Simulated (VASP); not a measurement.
# Al2O3 (R-3c) in VASP: further runs

Al2O3 is run at these levels: r2SCAN; tasks: single point.

Everything below comes from runs of VASP 6.6.1. Logs are shortened: lines on timing, memory, paths and dates and some standing lists are left out, and cuts for length are marked.

**Measured values to compare with.**

“Multi-petahertz electron interference in Cr:Al2O3 solid-state material”, 2018, pmc:5906618 quotes, for a bulk crystal of Al2O3: band gap 8.7 eV (optical).

How close the calculation comes is told below.

## Step 1: The cell of the first run

Symmetry: R-3c, No. 167, trigonal system. The conventional cell has a = 4.759 Å, b = 4.759 Å, c = 12.995 Å, α = 90.00°, β = 90.00°, γ = 120.00°. Al (site symmetry 3) has 6 O at 1.86 to 1.97 Å within 2.5 Å. O (site symmetry 2) has 4 Al at 1.86 to 1.97 Å and 12 O at 2.53 to 2.87 Å within 2.9 Å.

## Step 2: Single point, r2SCAN

POSCAR reads:

```
Al2O3
1.0
    2.3793212207      1.3737017472      4.3317945566
   -2.3793212207      1.3737017472      4.3317945566
    0.0000000000     -2.7474034945      4.3317945566
Al O
4 6
Direct
    0.3519098052      0.3519098052      0.3519098052
    0.1480901948      0.1480901948      0.1480901948
    0.6480901948      0.6480901948      0.6480901948
    0.8519098052      0.8519098052      0.8519098052
    0.5563680095      0.9436319905      0.2500000000
    0.2500000000      0.5563680095      0.9436319905
    0.9436319905      0.2500000000      0.5563680095
    0.4436319905      0.0563680095      0.7500000000
    0.7500000000      0.4436319905      0.0563680095
    0.0563680095      0.7500000000      0.4436319905
```

INCAR.step1 reads:

```
  PREC = Accurate
  ENCUT = 520
  ISMEAR = -1
  SIGMA = 0.02
  LREAL = False
  LASPH = True
  NELM = 100
  NBANDS = 35
  GGA = PE
  ALGO = Normal
  EDIFF = 1E-4
  LWAVE = True
  LCHARG = False
```

INCAR.step2 reads:

```
  PREC = Accurate
  ENCUT = 520
  EDIFF = 1E-7
  ISMEAR = -1
  SIGMA = 0.02
  LREAL = False
  LASPH = True
  NELM = 100
  ALGO = Normal
  ISIF = 2
  LWAVE = False
  LCHARG = True
  METAGGA = R2SCAN
  LMIXTAU = True
  LELF = True
  LVHAR = True
  NBANDS = 35
  ISTART = 1
```

KPOINTS reads:

```
regular mesh
0
Gamma
  6 6 6
```

Potentials or basis: VASP PAW PBE potentials, release 64 (Al, O).

Command:

```sh
> cat potpaw_PBE.64/Al/POTCAR potpaw_PBE.64/O/POTCAR > POTCAR
> cp INCAR.step1 INCAR
> mpirun -np 1 vasp_std > vasp.out
> cp INCAR.step2 INCAR
> mpirun -np 1 vasp_std > vasp.out
```

OUTCAR:

```text
PREC = Accurate
   ENCUT = 520
   EDIFF = 1E-7
   ISMEAR = -1
   LREAL = False
   LASPH = True
   NELM = 100
   ISIF = 2
   METAGGA = R2SCAN
   ISTART = 1

 ion  position               nearest neighbor table
   1  0.352  0.352  0.352-   9 1.86   8 1.86  10 1.86   7 1.97   6 1.97   5 1.97   2 2.65   3 2.79
                             3 2.79   3 2.79   2 3.22   2 3.22   2 3.22
   2  0.148  0.148  0.148-  10 1.86   8 1.86   9 1.86   6 1.97   7 1.97   5 1.97   1 2.65   4 2.79
                             4 2.79   4 2.79   1 3.22   1 3.22   1 3.22
   3  0.648  0.648  0.648-   6 1.86   5 1.86   7 1.86  10 1.97   9 1.97   8 1.97   4 2.65   1 2.79
                             1 2.79   1 2.79   4 3.22   4 3.22   4 3.22
   4  0.852  0.852  0.852-   7 1.86   5 1.86   6 1.86   9 1.97  10 1.97   8 1.97   3 2.65   2 2.79
                             2 2.79   2 2.79   3 3.22   3 3.22   3 3.22
   5  0.556  0.944  0.250-   3 1.86   4 1.86   1 1.97   2 1.97
   6  0.250  0.556  0.944-   3 1.86   4 1.86   2 1.97   1 1.97
   7  0.944  0.250  0.556-   4 1.86   3 1.86   1 1.97   2 1.97
   8  0.444  0.056  0.750-   1 1.86   2 1.86   3 1.97   4 1.97
   9  0.750  0.444  0.056-   1 1.86   2 1.86   4 1.97   3 1.97
  10  0.056  0.750  0.444-   2 1.86   1 1.86   3 1.97   4 1.97

  LATTYP: Found a trigonal (rhomboedric) cell.
 ALAT       =     5.1295877068
 COS(alpha) =     0.5697001131

  Lattice vectors:

 A1 = (   2.3793212207,   1.3737017472,   4.3317945566)
 A2 = (  -2.3793212207,   1.3737017472,   4.3317945566)
 A3 = (   0.0000000000,  -2.7474034945,   4.3317945566)

Analysis of symmetry for initial positions (statically):
=====================================================================
 Subroutine PRICEL returns:
 Original cell was already a primitive cell.

 Routine SETGRP: Setting up the symmetry group for a
 trigonal (rhombohedral) supercell.

 Subroutine GETGRP returns: Found 12 space group operations
 (whereof  6 operations were pure point group operations)
 out of a pool of 12 trial point group operations.

The static configuration has the point symmetry S_6 .
 The point group associated with its full space group is D_3d.

Analysis of symmetry for dynamics (positions and initial velocities):
=====================================================================
 Subroutine PRICEL returns:
 Original cell was already a primitive cell.

 Routine SETGRP: Setting up the symmetry group for a
 trigonal (rhombohedral) supercell.

 Subroutine GETGRP returns: Found 12 space group operations
 (whereof  6 operations were pure point group operations)
 out of a pool of 12 trial point group operations.
[... 128 lines left out ...]
   PSTRESS=    0.0 pullay stress
   NELECT =      48.0000    total number of electrons
   NUPDOWN=      -1.0000    fix difference up-down
   EMIN   =  10.00;   EMAX   =-10.00  energy-range for DOS
   EFERMI =   0.00;   METHOD = LEGACY
   ISMEAR =    -1;   SIGMA  =   0.02  broadening in eV -4-tet -1-fermi 0-gaus
   EFERMI_NEDOS =   21; number of points for ismear=-14 and -15
   IALGO  =     38    algorithm
   IMIX   =      4    mixing-type and parameters
     AMIX     =   0.40;   BMIX     =  1.00
     AMIX_MAG =   1.60;   BMIX_MAG =  1.00
  volume/ion in A,a.u.               =       8.50        57.33
  Fermi-wavevector in a.u.,A,eV,Ry     =   1.353423  2.557599 24.922541  1.831755
  Thomas-Fermi vector in A             =   2.480680
   LORBIT       =      0    0 simple, 1 ext, 2 COOP (PROOUT), +10 PAW based schemes
   METAGGA = R2SCAN    functional components
   LHFCALC =     F    Hartree Fock is set to
   AEXX    =    0.0000 exact exchange contribution
   IVDW    =     0    specifies the selected vdW correction
   LEPSILON=     F    determine dielectric tensor
   LRPA    =     F    only Hartree local field effects (RPA)
 non-spin polarized calculation
  energy-cutoff  :      520.00
  volume of cell :       84.95
 maximum number of plane-waves:      2308
 NGX is ok and might be reduce to    40
   NGX = 19   NGY = 19   NGZ = 19

 number of electron      48.0000013 magnetization

 Free energy of the ion-electron system (eV)
  ---------------------------------------------------
  ext. energy  EPLUGINS =         0.00000000
  ---------------------------------------------------
  free energy    TOTEN  =       -96.26961857 eV

  energy without entropy =      -96.26961857  energy(sigma->0) =      -96.26961857

 E-fermi :   6.2097     XC(G=0): -12.2312

 val. band max:        5.7402456111   @ k =   0.0000   0.0000   0.0000
 cond. band min:      12.8969826486   @ k =   0.0000   0.0000   0.0000
 fundamental gap:      7.1567370376
 Fermi energy:         6.2096533569

 k-point     1 :       0.0000    0.0000    0.0000
  band No.  band energies     occupation
      1     -14.4649      2.00000
      2     -12.1735      2.00000
      3     -11.8973      2.00000
      4     -11.8973      2.00000
      5     -11.5884      2.00000
      6     -11.5884      2.00000
[... 901 lines left out ...]
     34      20.2607      0.00000
     35      20.4572      0.00000

 [... further k-points ...]

------------------------ aborting loop because EDIFF is reached ----------------------------------------

  FORCE on cell =-STRESS in cart. coord.  units (eV):
  Direction    XX          YY          ZZ          XY          YZ          ZX
  --------------------------------------------------------------------------------------
  -------------------------------------------------------------------------------------
  Total       -0.2359102     -0.2359102     -0.2965898      0.0000000      0.0000000      0.0000000
  in kB       -4.4493109     -4.4493109     -5.5937388      0.0000000      0.0000000      0.0000000
  external PRESSURE =      -4.8307869 kB  Pullay stress =       0.0000000 kB

 VOLUME and BASIS-vectors are now :
 -----------------------------------------------------------------------------
  energy-cutoff  :      520.00
  volume of cell :       84.95
      direct lattice vectors                 reciprocal lattice vectors
     2.379321221  1.373701747  4.331794557     0.210143967  0.121326676  0.076950402
    -2.379321221  1.373701747  4.331794557    -0.210143967  0.121326676  0.076950402
     0.000000000 -2.747403494  4.331794557     0.000000000 -0.242653352  0.076950402

 POSITION                                       TOTAL-FORCE (eV/Angst)
 -----------------------------------------------------------------------------------
      0.00000     -0.00000      4.57320        -0.000000      0.000000     -0.019053
      0.00000     -0.00000      1.92449        -0.000000     -0.000000      0.019053
      0.00000     -0.00000      8.42218        -0.000000     -0.000000      0.019053
      0.00000     -0.00000     11.07089        -0.000000      0.000000     -0.019053
     -0.92143      1.37370      7.58064        -0.012517     -0.000000     -0.000000
     -0.72895     -1.48483      7.58064         0.006259     -0.010840     -0.000000
      1.65037      0.11113      7.58064         0.006259      0.010840     -0.000000
      0.92143     -1.37370      5.41474         0.012517     -0.000000     -0.000000
      0.72895      1.48483      5.41474        -0.006259      0.010840     -0.000000
     -1.65037     -0.11113      5.41474        -0.006259     -0.010840     -0.000000
 -----------------------------------------------------------------------------------
    total drift:                               -0.000000     -0.000000     -0.000000

  FREE ENERGIE OF THE ION-ELECTRON SYSTEM (eV)
  ---------------------------------------------------
  free  energy   TOTEN  =       -96.2696185747 eV

  energy  without entropy=      -96.2696185747  energy(sigma->0) =      -96.26961857
```

OUTCAR.step1:

```text
PREC = Accurate
   ENCUT = 520
   ISMEAR = -1
   LREAL = False
   LASPH = True
   NELM = 100
[... 1170 lines left out ...]
      0.92143     -1.37370      5.41474        -0.020148      0.000000      0.000000
      0.72895      1.48483      5.41474         0.010074     -0.017449      0.000000
     -1.65037     -0.11113      5.41474         0.010074      0.017449      0.000000
 -----------------------------------------------------------------------------------
    total drift:                               -0.000000     -0.000000     -0.000000

  FREE ENERGIE OF THE ION-ELECTRON SYSTEM (eV)
  ---------------------------------------------------
  free  energy   TOTEN  =       -74.7490630988 eV

  energy  without entropy=      -74.7490630988  energy(sigma->0) =      -74.74906310
```

It took 3.6 min on 1 thread of Intel Xeon 6975P-C (Granite Rapids), shared host; peak memory 0.28 GiB.

Results:

```yaml
Free_energy: -96.2696 eV
Pressure: -0.5 GPa
Largest_force: 0.019 eV/Å
Band_gap_on_the_k_mesh: 7.16 eV
```

Forces on the atoms (eV/Å):
```
Al   0.000  0.000 -0.019
Al   0.000  0.000  0.019
Al   0.000  0.000  0.019
Al   0.000  0.000 -0.019
O   -0.013  0.000  0.000
O    0.006 -0.011  0.000
O    0.006  0.011  0.000
O    0.013  0.000  0.000
O   -0.006  0.011  0.000
O   -0.006 -0.011  0.000
```

Stress tensor (GPa, compression positive):
```
-0.44  0.00  0.00
 0.00 -0.44  0.00
 0.00  0.00 -0.56
```

Caveat: the PAW data sets were made with another functional, which shifts forces and pressure a little.

## Step 3: Single point, r2SCAN

POSCAR is that of step 2.

INCAR.step1 reads:

```
  PREC = Accurate
  ENCUT = 520
  ISMEAR = 0
  SIGMA = 0.01
  LREAL = F
  LASPH = T
  NELM = 100
  NBANDS = 35
  GGA = PE
  ALGO = Normal
  EDIFF = 1E-4
  LWAVE = T
  LCHARG = F
```

INCAR.step2 reads:

```
  PREC = Accurate
  ENCUT = 520
  EDIFF = 1E-6
  ISMEAR = 0
  SIGMA = 0.01
  LREAL = F
  LASPH = T
  NELM = 100
  ALGO = Normal
  ISIF = 2
  LWAVE = F
  LCHARG = F
  METAGGA = R2SCAN
  LMIXTAU = T
  NBANDS = 35
  ISTART = 1
```

KPOINTS is that of step 2.

Potentials or basis: VASP PAW PBE potentials, release 64 (Al, O).

Command:

```sh
> cat potpaw_PBE.64/Al/POTCAR potpaw_PBE.64/O/POTCAR > POTCAR
> cp INCAR.step1 INCAR
> mpirun -np 1 vasp_std > vasp.out
> cp INCAR.step2 INCAR
> mpirun -np 1 vasp_std > vasp.out
```

It took 3.1 min on 1 thread of Intel Xeon 6975P-C (Granite Rapids), shared host; peak memory 0.28 GiB.

Results (log left out):

```
Free energy            : -96.2696 eV
Pressure               : -0.5 GPa
Largest force          : 0.019 eV/Å
Band gap on the k mesh : 7.16 eV
```

Forces on the atoms (eV/Å):
```
Al   0.000  0.000 -0.019
Al   0.000  0.000  0.019
Al   0.000  0.000  0.019
Al   0.000  0.000 -0.019
O   -0.013  0.000  0.000
O    0.006 -0.011  0.000
O    0.006  0.011  0.000
O    0.013  0.000  0.000
O   -0.006  0.011  0.000
O   -0.006 -0.011  0.000
```

Stress tensor (GPa, compression positive):
```
-0.44  0.00  0.00
 0.00 -0.44  0.00
 0.00  0.00 -0.55
```

Levels at points of the mesh, in eV from the valence-band top:
| k point | band 22 | band 23 | band 24 | band 25 | band 26 | band 27 |
| --- | --- | --- | --- | --- | --- | --- |
| (0.00, 0.00, 0.00) | -0.05 | -0.05 | 0.00 | 7.16 | 10.12 | 11.95 |
| (0.50, 0.00, 0.00) | -0.93 | -0.29 | -0.29 | 10.44 | 10.44 | 10.71 |
| (0.50, 0.50, 0.00) | -0.92 | -0.78 | -0.27 | 10.59 | 10.79 | 10.91 |
| (0.50, 0.50, 0.50) | -0.40 | -0.40 | -0.40 | 9.63 | 9.63 | 12.17 |

Caveat: the PAW data sets were made with another functional, which shifts forces and pressure a little.

## Step 4: Against experiment

Step 2. Measured gap of Al2O3: 8.7 eV (optical; quoted in “Multi-petahertz electron interference in Cr:Al2O3 solid-state material”, 2018, pmc:5906618). This calculation gives 7.16 eV (-1.54 eV). The value is that of r2SCAN on a finite k mesh, which can miss the band edges, without temperature or zero-point motion.

Step 3. Measured gap of Al2O3: 8.7 eV (optical; quoted in “Multi-petahertz electron interference in Cr:Al2O3 solid-state material”, 2018, pmc:5906618). This calculation gives 7.16 eV (-1.54 eV). The value is that of r2SCAN on a finite k mesh, which can miss the band edges, without temperature or zero-point motion.
